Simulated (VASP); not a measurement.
# InSe2 (P4/nmm) in VASP: further runs

InSe2 is run at these levels: PBE; tasks: single point.

Everything below comes from runs of VASP 6.6.1. Logs are shortened: lines on timing, memory, paths and dates and some standing lists are left out, and cuts for length are marked.

### Step 1. The cell of the first run

The structure is tetragonal, space group P4/nmm (No. 129). The conventional cell has a = 3.895 Å, b = 3.895 Å, c = 9.626 Å, α = 90.00°, β = 90.00°, γ = 90.00°. In (site symmetry 4mm) has 9 Se at 2.84 to 3.43 Å within 3.7 Å. Within 4.1 Å of Se (site symmetry 4mm) lie 5 In at 2.84 to 3.28 Å and 12 Se at 3.77 to 4.03 Å. Se (site symmetry -4m2) has 4 Se at 2.75 Å and 4 In at 3.43 Å within 3.6 Å.

### Step 2. Single point, PBE

INCAR

```
SYSTEM = InSe2
PREC = Accurate
ENCUT = 520
EDIFF = 1E-6
ISMEAR = 1
SIGMA = 0.05
LREAL = .FALSE.
LASPH = .TRUE.
NELM = 60
ALGO = Normal
ISIF = 2
LWAVE = .FALSE.
LCHARG = .FALSE.
GGA = PE
NBANDS = 34
```

KPOINTS

```
Automatic mesh
0
G
  10 10 4
  0 0 0
```

POSCAR

```
InSe2
1.0
    3.8948930000      0.0000000000      0.0000000000
    0.0000000000      3.8948930000      0.0000000000
    0.0000000000      0.0000000000      9.6262310000
In Se
2 4
Direct
    0.0000000000      0.5000000000      0.7064680000
    0.5000000000      0.0000000000      0.2935320000
    0.0000000000      0.5000000000      0.3662120000
    0.5000000000      0.0000000000      0.6337880000
    0.0000000000      0.0000000000      0.0000000000
    0.5000000000      0.5000000000      0.0000000000
```

Potentials or basis: VASP PAW PBE potentials, release 64 (In_d, Se).

On the command line:

```bash
$ cat potpaw_PBE.64/In_d/POTCAR potpaw_PBE.64/Se/POTCAR > POTCAR
$ mpirun -np 1 vasp_std > vasp.out
```

OUTCAR:

```text
SYSTEM = InSe2
   PREC = Accurate
   ENCUT = 520
   EDIFF = 1E-6
   ISMEAR = 1
   LREAL = .FALSE.
   LASPH = .TRUE.
   NELM = 60
   ISIF = 2
   GGA = PE

 ion  position               nearest neighbor table
   1  0.000  0.500  0.706-   4 2.84   4 2.84   4 2.84   4 2.84   3 3.28
   2  0.500  0.000  0.294-   3 2.84   3 2.84   3 2.84   3 2.84   4 3.28
   3  0.000  0.500  0.366-   2 2.84   2 2.84   2 2.84   2 2.84   1 3.28
   4  0.500  0.000  0.634-   1 2.84   1 2.84   1 2.84   1 2.84   2 3.28
   5  0.000  0.000  0.000-   6 2.75   6 2.75   6 2.75   6 2.75
   6  0.500  0.500  0.000-   5 2.75   5 2.75   5 2.75   5 2.75

  LATTYP: Found a simple tetragonal cell.
 ALAT       =     3.8948930000
 C/A-ratio  =     2.4715007575

  Lattice vectors:

 A1 = (   3.8948930000,   0.0000000000,   0.0000000000)
 A2 = (   0.0000000000,   3.8948930000,   0.0000000000)
 A3 = (   0.0000000000,   0.0000000000,   9.6262310000)

Analysis of symmetry for initial positions (statically):
=====================================================================
 Subroutine PRICEL returns:
 Original cell was already a primitive cell.

 Routine SETGRP: Setting up the symmetry group for a
 simple tetragonal supercell.

 Subroutine GETGRP returns: Found 16 space group operations
 (whereof  8 operations were pure point group operations)
 out of a pool of 16 trial point group operations.

The static configuration has the point symmetry D_2d.
 The point group associated with its full space group is D_4h.

Analysis of symmetry for dynamics (positions and initial velocities):
=====================================================================
 Subroutine PRICEL returns:
 Original cell was already a primitive cell.

 Routine SETGRP: Setting up the symmetry group for a
 simple tetragonal supercell.

 Subroutine GETGRP returns: Found 16 space group operations
 (whereof  8 operations were pure point group operations)
 out of a pool of 16 trial point group operations.

The dynamic configuration has the point symmetry D_2d.
 The point group associated with its full space group is D_4h.

 Subroutine INISYM returns: Found 16 space group operations
 (whereof  8 operations are pure point group operations),
 and found     1 'primitive' translations

----------------------------------------------------------------------------------------

                                     Primitive cell

  volume of cell :     146.0318

  direct lattice vectors                    reciprocal lattice vectors
     3.894893000  0.000000000  0.000000000     0.256746463  0.000000000  0.000000000
     0.000000000  3.894893000  0.000000000     0.000000000  0.256746463  0.000000000
     0.000000000  0.000000000  9.626231000     0.000000000  0.000000000  0.103882818

  length of vectors
     3.894893000  3.894893000  9.626231000     0.256746463  0.256746463  0.103882818

  position of ions in fractional coordinates (direct lattice)
     0.000000000  0.500000000  0.706468000
     0.500000000  0.000000000  0.293532000
     0.000000000  0.500000000  0.366212000
     0.500000000  0.000000000  0.633788000
     0.000000000  0.000000000  0.000000000
     0.500000000  0.500000000  0.000000000

  ion indices of the primitive-cell ions
   primitive index   ion index
                 1           1
                 2           2
                 3           3
                 4           4
                 5           5
                 6           6

----------------------------------------------------------------------------------------

 KPOINTS: Automatic mesh

Automatic generation of k-mesh.
 Grid dimensions read from file:
 generate k-points for:   10   10    4

 Generating k-lattice:

  Cartesian coordinates                     Fractional coordinates (reciprocal lattice)
     0.025674646  0.000000000  0.000000000     0.100000000  0.000000000  0.000000000
     0.000000000  0.025674646  0.000000000     0.000000000  0.100000000  0.000000000
     0.000000000  0.000000000  0.025970704     0.000000000  0.000000000  0.250000000

  Length of vectors
     0.025674646  0.025674646  0.025970704

  Shift w.r.t. Gamma in fractional coordinates (k-lattice)
     0.000000000  0.000000000  0.000000000

 Subroutine IBZKPT returns following result:
 ===========================================

 Found     63 irreducible k-points:

 Following reciprocal coordinates:
            Coordinates               Weight
  0.000000  0.000000  0.000000      1.000000
  0.100000  0.000000  0.000000      4.000000
  0.200000  0.000000  0.000000      4.000000
  0.300000  0.000000  0.000000      4.000000
  0.400000  0.000000  0.000000      4.000000
  0.500000  0.000000  0.000000      2.000000
[... 16 lines left out ...]
  0.100000  0.000000  0.250000      8.000000
  0.200000  0.000000  0.250000      8.000000
 [... further k-points ...]
   k-points           NKPTS =     63   k-points in BZ     NKDIM =     63   number of bands    NBANDS=     34
   number of dos      NEDOS =    301   number of ions     NIONS =      6
   total plane-waves  NPLWV =  64800
   dimension x,y,z NGX =    30 NGY =   30 NGZ =   72
   dimension x,y,z NGXF=    60 NGYF=   60 NGZF=  144
   ions per type =               2   4
   NGX,Y,Z   is equivalent  to a cutoff of  12.80, 12.80, 12.43 a.u.
   NGXF,Y,Z  is equivalent  to a cutoff of  25.61, 25.61, 24.87 a.u.
 SYSTEM =  InSe2
   PREC   = accura    normal or accurate (medium, high low for compatibility)
   ISTART =      0    job   : 0-new  1-cont  2-samecut
   ICHARG =      2    charge: 1-file 2-atom 10-const
   ISPIN  =      1    spin polarized calculation?
   LNONCOLLINEAR =      F non collinear calculations
   LSORBIT =      F    spin-orbit coupling
   LASPH  =      T    aspherical Exc in radial PAW
   ENCUT  =  520.0 eV  38.22 Ry    6.18 a.u.   7.24  7.24 17.90*2*pi/ulx,y,z
   NELM   =     60;   NELMIN=  2; NELMDL= -5     # of ELM steps
   EDIFF  = 0.1E-05   stopping-criterion for ELM
   LREAL  =      F    real-space projection
   EDIFFG = 0.1E-04   stopping-criterion for IOM
   NSW    =      0    number of steps for IOM
   IBRION =     -1    ionic relax: 0-MD 1-quasi-New 2-CG
   NFREE  =      0    steps in history (QN), initial steepest desc. (CG)
   ISIF   =      2    stress and relaxation
   ISYM   =      2    0-nonsym 1-usesym 2-fastsym
   POTIM  = 0.5000    time-step for ionic-motion
   TEBEG  =    0.0;   TEEND  =   0.0 temperature during run
   PSTRESS=    0.0 pullay stress
   NELECT =      50.0000    total number of electrons
   NUPDOWN=      -1.0000    fix difference up-down
   EMIN   =  10.00;   EMAX   =-10.00  energy-range for DOS
   EFERMI =   0.00;   METHOD = LEGACY
   ISMEAR =     1;   SIGMA  =   0.05  broadening in eV -4-tet -1-fermi 0-gaus
   EFERMI_NEDOS =   21; number of points for ismear=-14 and -15
   IALGO  =     38    algorithm
   IMIX   =      4    mixing-type and parameters
     AMIX     =   0.40;   BMIX     =  1.00
     AMIX_MAG =   1.60;   BMIX_MAG =  1.00
  volume/ion in A,a.u.               =      24.34       164.25
  Fermi-wavevector in a.u.,A,eV,Ry     =   1.145291  2.164286 17.846635  1.311691
  Thomas-Fermi vector in A             =   2.281980
   LORBIT       =      0    0 simple, 1 ext, 2 COOP (PROOUT), +10 PAW based schemes
   GGA     = PE    functional components
   LHFCALC =     F    Hartree Fock is set to
   AEXX    =    0.0000 exact exchange contribution
   IVDW    =     0    specifies the selected vdW correction
   LEPSILON=     F    determine dielectric tensor
   LRPA    =     F    only Hartree local field effects (RPA)
 non-spin polarized calculation
 Methfessel and Paxton  Order N= 1 SIGMA  =   0.05
  energy-cutoff  :      520.00
  volume of cell :      146.03
 maximum number of plane-waves:      3972
 NGX is ok and might be reduce to    30
   NGX = 15   NGY = 15   NGZ = 35

 number of electron      49.9999991 magnetization

 Free energy of the ion-electron system (eV)
  ---------------------------------------------------
  ext. energy  EPLUGINS =         0.00000000
  ---------------------------------------------------
  free energy    TOTEN  =       -20.27627457 eV

  energy without entropy =      -20.27669115  energy(sigma->0) =      -20.27641343

 E-fermi :   5.0842     XC(G=0):  -9.8758

 val. band max:        5.0653599995   @ k =   0.1000   0.1000   0.0000
 cond. band min:       5.1052136835   @ k =   0.5000   0.2000   0.2500
 fundamental gap:      0.0398536840
 Fermi energy:         5.0841601972

 k-point     1 :       0.0000    0.0000    0.0000
  band No.  band energies     occupation
      1     -10.0541      2.00000
      2      -9.6279      2.00000
      3      -9.5637      2.00000
      4      -9.4312      2.00000
      5      -9.4281      2.00000
      6      -9.3992      2.00000
[... 26 lines left out ...]
     33      11.2804      0.00000
     34      11.2850      0.00000

 k-point     2 :       0.1000    0.0000    0.0000
  band No.  band energies     occupation
      1      -9.9782      2.00000
      2      -9.6149      2.00000
      3      -9.5455      2.00000
      4      -9.4256      2.00000
      5      -9.4223      2.00000
      6      -9.4033      2.00000
[... 26 lines left out ...]
     33      11.0715      0.00000
     34      11.0966      0.00000

 k-point     3 :       0.2000    0.0000    0.0000
  band No.  band energies     occupation
      1      -9.7654      2.00000
      2      -9.5824      2.00000
      3      -9.4886      2.00000
      4      -9.4201      2.00000
      5      -9.4186      2.00000
      6      -9.4039      2.00000
[... 26 lines left out ...]
     33      10.6397      0.00000
     34      10.9217      0.00000
[... 704 lines left out ...]
 k-point    23 :       0.1000    0.0000    0.2500
  band No.  band energies     occupation
      1      -9.9761      2.00000
      2      -9.6072      2.00000
      3      -9.5520      2.00000
      4      -9.4252      2.00000
      5      -9.4227      2.00000
      6      -9.4025      2.00000
[... 26 lines left out ...]
     33      11.1294      0.00000
     34      11.3213      0.00000

 k-point    24 :       0.2000    0.0000    0.2500
  band No.  band energies     occupation
      1      -9.7668      2.00000
      2      -9.5665      2.00000
      3      -9.5004      2.00000
      4      -9.4212      2.00000
      5      -9.4164      2.00000
      6      -9.4036      2.00000
[... 26 lines left out ...]
     33      10.6506      0.00000
     34      11.4043      0.00000

 [... further k-points ...]

------------------------ aborting loop because EDIFF is reached ----------------------------------------

  FORCE on cell =-STRESS in cart. coord.  units (eV):
  Direction    XX          YY          ZZ          XY          YZ          ZX
  --------------------------------------------------------------------------------------
  -------------------------------------------------------------------------------------
  Total       -0.3382349     -0.3382349      0.4150770      0.0000000     -0.0000000      0.0000000
  in kB       -3.7109206     -3.7109206      4.5539881      0.0000000     -0.0000000      0.0000000
  external PRESSURE =      -0.9559510 kB  Pullay stress =       0.0000000 kB

 VOLUME and BASIS-vectors are now :
 -----------------------------------------------------------------------------
  energy-cutoff  :      520.00
  volume of cell :      146.03
      direct lattice vectors                 reciprocal lattice vectors
     3.894893000  0.000000000  0.000000000     0.256746463  0.000000000  0.000000000
     0.000000000  3.894893000  0.000000000     0.000000000  0.256746463  0.000000000
     0.000000000  0.000000000  9.626231000     0.000000000  0.000000000  0.103882818

 POSITION                                       TOTAL-FORCE (eV/Angst)
 -----------------------------------------------------------------------------------
      0.00000      1.94745      6.80062        -0.000000      0.000000     -0.053023
      1.94745      0.00000      2.82561         0.000000      0.000000      0.053023
      0.00000      1.94745      3.52524         0.000000     -0.000000     -0.021889
      1.94745      0.00000      6.10099        -0.000000      0.000000      0.021889
      0.00000      0.00000      0.00000         0.000000     -0.000000     -0.000000
      1.94745      1.94745      0.00000        -0.000000      0.000000     -0.000000
 -----------------------------------------------------------------------------------
    total drift:                                0.000000      0.000000      0.000000

  FREE ENERGIE OF THE ION-ELECTRON SYSTEM (eV)
  ---------------------------------------------------
  free  energy   TOTEN  =       -20.2762745679 eV

  energy  without entropy=      -20.2766911465  energy(sigma->0) =      -20.27641343
```

It took 7.3 min on 1 thread of AMD EPYC 7R13, shared host; peak memory 0.37 GiB.

Results:

```yaml
Free_energy: -20.2763 eV
Pressure: -0.1 GPa
Largest_force: 0.053 eV/Å
Band_gap_on_the_k_mesh: zero (bands 25 and 26 overlap by 2.11 eV)
```

Forces on the atoms (eV/Å):
```
In   0.000  0.000 -0.053
In   0.000  0.000  0.053
Se   0.000  0.000 -0.022
Se   0.000  0.000  0.022
Se   0.000  0.000  0.000
Se   0.000  0.000  0.000
```

Stress tensor (GPa, compression positive):
```
-0.37  0.00  0.00
 0.00 -0.37  0.00
 0.00  0.00  0.46
```

Levels at points of the mesh, in eV from the Fermi level:
```csv
k point,band 22,band 23,band 24,band 25,band 26,band 27,band 28,band 29
"(0.00, 0.00, 0.00)",-2.02,-1.72,-1.72,0.19,0.57,2.81,2.81,3.32
"(0.50, 0.00, 0.00)",-1.87,-1.30,-1.30,-0.97,-0.97,1.70,1.70,3.09
"(0.50, 0.50, 0.00)",-3.57,-1.53,-1.53,-1.06,-1.06,2.71,2.71,3.93
"(0.00, 0.00, 0.50)",-1.65,-1.65,-1.18,0.19,0.62,2.06,2.82,2.82
"(0.50, 0.00, 0.50)",-1.64,-0.98,-0.98,-0.97,-0.97,1.16,1.16,3.44
"(0.50, 0.50, 0.50)",-3.41,-1.76,-1.76,-1.43,-1.43,3.52,3.52,4.44
```

Caveat: spin-orbit coupling is left out, which moves the levels of the heavy elements.

(Continued in part 2 of 2.)

The gap in the log of VASP goes by the Fermi energy; the results here count the filled bands.